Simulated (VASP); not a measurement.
# Ta2Si (I4/mcm) in VASP: a series of runs, part 2 of 2

VASP 6.6.1. The steps go on from the part before.

## 4. Single point, PBEsol (strain -0.040 along x and y, -0.040 along z)

Contents of INCAR:

```
PREC = Accurate ; ENCUT = 520
EDIFF = 1E-6 ; ISMEAR = 0
SIGMA = 0.15 ; LREAL = F
LASPH = T ; NELM = 80
ALGO = Fast ; ISIF = 2
LWAVE = F ; LCHARG = T
GGA = PS ; LELF = T
LVHAR = T ; NBANDS = 35
```

Contents of KPOINTS:

```
regular mesh
0
Gamma
  12 12 12
```

Contents of POSCAR:

```
Ta2Si
1.0
   -2.9456416507      2.9456416507      2.4191033869
    2.9456416507     -2.9456416507      2.4191033869
    2.9456416507      2.9456416507     -2.4191033869
Ta Si
4 2
Direct
    0.6630661939      0.8369338061      0.5000000000
    0.8369338061      0.3369338061      0.1738676123
    0.3369338061      0.1630661939      0.5000000000
    0.1630661939      0.6630661939      0.8261323878
    0.2500000000      0.2500000000      0.0000000000
    0.7500000000      0.7500000000      0.0000000000
```

Potentials or basis: VASP PAW PBE potentials, release 64 (Ta_pv, Si).

The run is started by

```
$ cat potpaw_PBE.64/Ta_pv/POTCAR potpaw_PBE.64/Si/POTCAR > POTCAR
$ mpirun -np 1 vasp_std > vasp.out
```

OUTCAR:

```text
PREC = Accurate
   ENCUT = 520
   EDIFF = 1E-6
   ISMEAR = 0
   LREAL = F
   LASPH = T
   NELM = 80
   ISIF = 2
   GGA = PS

 ion  position               nearest neighbor table
   1  0.663  0.837  0.500-   5 2.52   6 2.52   6 2.52   5 2.52   3 2.72   3 2.82   3 2.82   2 3.09
                             4 3.09   4 3.09   2 3.09   2 3.12   4 3.12   4 3.12   2 3.12
   2  0.837  0.337  0.174-   6 2.52   5 2.52   5 2.52   6 2.52   4 2.72   4 2.82   4 2.82   1 3.09
                             3 3.09   3 3.09   1 3.09   1 3.12   3 3.12   3 3.12   1 3.12
   3  0.337  0.163  0.500-   6 2.52   5 2.52   5 2.52   6 2.52   1 2.72   1 2.82   1 2.82   2 3.09
                             4 3.09   4 3.09   2 3.09   2 3.12   4 3.12   4 3.12   2 3.12
   4  0.163  0.663  0.826-   6 2.52   5 2.52   5 2.52   6 2.52   2 2.72   2 2.82   2 2.82   3 3.09
                             1 3.09   1 3.09   3 3.09   3 3.12   1 3.12   1 3.12   3 3.12
   5  0.250  0.250  0.000-   6 2.42   6 2.42   4 2.52   1 2.52   3 2.52   4 2.52   1 2.52   3 2.52
                             2 2.52   2 2.52
   6  0.750  0.750  0.000-   5 2.42   5 2.42   4 2.52   3 2.52   1 2.52   3 2.52   4 2.52   1 2.52
                             2 2.52   2 2.52

  LATTYP: Found a body centered tetragonal cell.
 ALAT       =     5.8912833014
 C/A-ratio  =     0.8212483641

  Lattice vectors:

 A1 = (  -2.9456416507,   2.9456416507,   2.4191033869)
 A2 = (   2.9456416507,  -2.9456416507,   2.4191033869)
 A3 = (   2.9456416507,   2.9456416507,  -2.4191033869)
[... 190 lines left out ...]
 fundamental gap:      0.0048194035
 Fermi energy:         8.7629826932

 k-point     1 :       0.0000    0.0000    0.0000
  band No.  band energies     occupation
      1     -25.5814      2.00000
      2     -25.5046      2.00000
      3     -25.5046      2.00000
      4     -25.4545      2.00000
      5     -25.4545      2.00000
      6     -25.4419      2.00000
[... 901 lines left out ...]
     34      13.2219      0.00000
     35      13.6348      0.00000

 [... further k-points ...]
[... 5 lines left out ...]
  --------------------------------------------------------------------------------------
  -------------------------------------------------------------------------------------
  Total       19.1977039     19.1977039     18.8926897      0.0000000     -0.0000000      0.0000000
  in kB      366.3410837    366.3410837    360.5206371      0.0000000     -0.0000000      0.0000000
  external PRESSURE =     364.4009348 kB  Pullay stress =       0.0000000 kB

 VOLUME and BASIS-vectors are now :
 -----------------------------------------------------------------------------
  energy-cutoff  :      520.00
  volume of cell :       83.96
      direct lattice vectors                 reciprocal lattice vectors
    -2.945641651  2.945641651  2.419103387     0.000000000  0.169742304  0.206688148
     2.945641651 -2.945641651  2.419103387     0.169742304  0.000000000  0.206688148
     2.945641651  2.945641651 -2.419103387     0.169742304  0.169742304  0.000000000

 POSITION                                       TOTAL-FORCE (eV/Angst)
 -----------------------------------------------------------------------------------
      1.98497      0.96067      2.41910         0.251541     -0.251541     -0.000000
     -0.96067      1.98497      2.41910         0.251541      0.251541      0.000000
      0.96067      1.98497      0.00000        -0.251541      0.251541     -0.000000
      3.90631      0.96067      0.00000        -0.251541     -0.251541     -0.000000
      0.00000      0.00000      1.20955         0.000000      0.000000      0.000000
      0.00000      0.00000      3.62866         0.000000      0.000000      0.000000
 -----------------------------------------------------------------------------------
    total drift:                               -0.000000     -0.000000      0.000000

  FREE ENERGIE OF THE ION-ELECTRON SYSTEM (eV)
  ---------------------------------------------------
  free  energy   TOTEN  =       -64.1899764038 eV

  energy  without entropy=      -64.1575434561  energy(sigma->0) =      -64.17375993
```

OSZICAR:

```text
N       E                     dE             d eps       ncg     rms          rms(c)
DAV:   1     0.466860828954E+03    0.46686E+03   -0.27973E+04 11410   0.153E+03
DAV:   2    -0.459366167433E+02   -0.51280E+03   -0.49977E+03 12483   0.443E+02
DAV:   3    -0.670822827139E+02   -0.21146E+02   -0.20605E+02 14243   0.814E+01
DAV:   4    -0.674741857110E+02   -0.39190E+00   -0.38942E+00 13980   0.106E+01
DAV:   5    -0.674798452141E+02   -0.56595E-02   -0.56520E-02 13979   0.125E+00    0.402E+01
RMM:   6    -0.645887847296E+02    0.28911E+01   -0.57491E+00 12463   0.106E+01    0.192E+01
RMM:   7    -0.642365326097E+02    0.35225E+00   -0.38343E+00 13159   0.793E+00    0.243E+00
RMM:   8    -0.641879255101E+02    0.48607E-01   -0.29138E-01 13579   0.258E+00    0.174E+00
RMM:   9    -0.641906106602E+02   -0.26852E-02   -0.50926E-02 14739   0.954E-01    0.717E-01
RMM:  10    -0.641902500484E+02    0.36061E-03   -0.12255E-02 13937   0.511E-01    0.385E-01
RMM:  11    -0.641901263443E+02    0.12370E-03   -0.36136E-03 13931   0.273E-01    0.295E-01
RMM:  12    -0.641899499057E+02    0.17644E-03   -0.10433E-03 13795   0.176E-01    0.607E-02
RMM:  13    -0.641899767069E+02   -0.26801E-04   -0.28376E-04 15742   0.701E-02    0.281E-02
RMM:  14    -0.641899772155E+02   -0.50863E-06   -0.32257E-05 14819   0.300E-02    0.237E-02
RMM:  15    -0.641899764038E+02    0.81170E-06   -0.91363E-06 12346   0.155E-02
   1 F= -.64189976E+02 E0= -.64173760E+02  d E =-.324329E-01
```

stdout:

```text
POSCAR found type information on POSCAR TaSi
 POSCAR found :  2 types and       6 ions
 scaLAPACK will be used
 -----------------------------------------------------------------------------
|                                                                             |
|                                                                             |
|     You enforced a specific xc type in the INCAR file but a different       |
|     I HOPE YOU KNOW WHAT YOU ARE DOING!                                     |
|                                                                             |
 -----------------------------------------------------------------------------

 LDA part: xc-table for (Slater+PW92), standard interpolation
 POSCAR, INCAR and KPOINTS ok, starting setup
 FFT: planning ... GRIDC
 FFT: planning ... GRID_SOFT
 FFT: planning ... GRID
 WAVECAR not read
 entering main loop
```

It took 6.8 min on 1 thread of Intel Xeon Platinum 8259CL at 2.50GHz (Skylake/Cascade Lake), shared host; peak memory 0.47 GiB.

Results:

| Quantity | Value |
| --- | --- |
| Free energy | -64.1900 eV |
| Pressure | 36.4 GPa |
| Largest force | 0.356 eV/Å |
| Band gap on the k mesh | zero (band 26 reaches 9.15 eV, above the bottom of band 27 at 8.25 eV) |

Forces on the atoms (eV/Å):
```
Ta   0.252 -0.252  0.000
Ta   0.252  0.252  0.000
Ta  -0.252  0.252  0.000
Ta  -0.252 -0.252  0.000
Si   0.000  0.000  0.000
Si   0.000  0.000  0.000
```

Levels at points of the mesh, in eV from the Fermi level:
| k point | band 24 | band 25 | band 26 | band 27 | band 28 | band 29 |
| --- | --- | --- | --- | --- | --- | --- |
| (0.00, 0.00, 0.00) | -2.14 | 0.10 | 0.19 | 1.09 | 1.49 | 1.49 |
| (0.50, 0.00, 0.00) | -2.31 | -0.97 | -0.97 | 0.71 | 0.71 | 2.19 |
| (0.50, 0.50, 0.00) | -1.46 | -0.35 | 0.02 | 0.05 | 0.65 | 1.56 |
| (0.50, 0.50, 0.50) | -1.19 | -1.18 | -1.14 | -0.42 | 0.12 | 0.77 |

Caveat: the cell differs from its parent crystal (strain -0.040 along x and y, -0.040 along z); the PAW data sets were made with another functional, which shifts forces and pressure a little; spin-orbit coupling is left out, which moves the levels of the heavy elements.

## 5. Summary

| cell | gap on the mesh (eV) | pressure (GPa) | largest force (eV/Å) |
| --- | --- | --- | --- |
| a = 4.767 Å, angles 103.7, 103.7, 121.8°, 6 atoms | none | 53.5 | 0.66 |
| a = 4.776 Å, angles 107.5, 107.5, 113.4°, 6 atoms | none | 41.0 | 0.06 |
| a = 4.817 Å, angles 104.6, 104.6, 119.7°, 6 atoms | none | 36.4 | 0.36 |

Alike in all rows: task single point; level PBEsol; potentials or basis VASP PAW PBE potentials, release 64 (Ta_pv, Si); no spin polarisation; k mesh 12 × 12 × 12; cutoff (eV) 520; smearing gaussian 0.15 eV.

Caveats: the PAW data sets were made with another functional, which shifts forces and pressure a little; spin-orbit coupling is left out, which moves the levels of the heavy elements.

Total energies depend on the potentials used, so only differences within one code and one set of settings carry meaning.
